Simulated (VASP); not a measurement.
A run of VASP 6.6.1 is set up as follows.

The input INCAR:

```
  PREC = Accurate
  ENCUT = 520
  EDIFF = 1E-6
  ISMEAR = -1
  SIGMA = 0.05
  LREAL = F
  LASPH = T
  NELM = 60
  ALGO = Normal
  ISIF = 2
  LWAVE = F
  LCHARG = F
  NBANDS = 11
```

Contents of KPOINTS:

```
regular mesh
0
Gamma
  10 10 10
```

POSCAR

```
AlN
1.0
    0.0000000000      2.1394097525      2.1394097525
    2.1394097525      0.0000000000      2.1394097525
    2.1394097525      2.1394097525      0.0000000000
Al N
1 1
Direct
    0.0000000000      0.0000000000      0.0000000000
    0.2500000000      0.2500000000      0.2500000000
```

Potentials or basis: VASP PAW LDA potentials, release 64 (Al, N).

Run with:

```sh
$ cat potpaw_LDA.64/Al/POTCAR potpaw_LDA.64/N/POTCAR > POTCAR
$ mpirun -np 1 vasp_std > vasp.out
```

Problem. What does it give for the pressure?

Solution. 10.9 GPa.

Problem. Predict the band gap on the k mesh.

Solution. 3.25 eV, indirect (least direct gap 4.80 eV).

 A k mesh can miss the band edges.
